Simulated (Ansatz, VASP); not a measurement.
# Two plane-wave programs on SiO2

```
Si O
1.0
     4.98312    0.00000    0.00000
     0.00000    4.98312    0.00000
     0.00000    0.00000    6.92243
Si O
4 8
Direct
  0.80206 0.80206 0.50000
  0.69794 0.30206 0.25000
  0.19794 0.19794 0.00000
  0.30206 0.69794 0.75000
  0.26169 0.39149 0.81893
  0.10851 0.76169 0.56893
  0.73831 0.60851 0.31893
  0.89149 0.23831 0.06893
  0.76169 0.10851 0.43107
  0.60851 0.73831 0.68107
  0.23831 0.89149 0.93107
  0.39149 0.26169 0.18107
```

Alike in both runs: functional r2SCAN; k mesh 6 × 6 × 4; occupations fermi-dirac, width 0.02 eV; no spin polarisation.

Ansatz relaxed the structure, and its values are those at the end. VASP's run is a single point on that final structure, the one shown.

|  | VASP | Ansatz |
| --- | --- | --- |
| version | VASP 6.6.1 | Ansatz 0.2.0 |
| potentials or method | VASP PAW PBE potentials, release 64 (Si, O), cutoff 520 eV | PAW plane waves |
| valence electrons in the cell | 64 | 64 |

```csv
,VASP,Ansatz,Ansatz less VASP
gap on the k mesh at the Fermi level (eV),6.34,6.35,+0.004
pressure (GPa),0.1,0.0,-0.15
rms of the force components (eV/Å),0.010,0.000,-0.0096
```

VASP's potentials were made for PBE, not for r2SCAN.
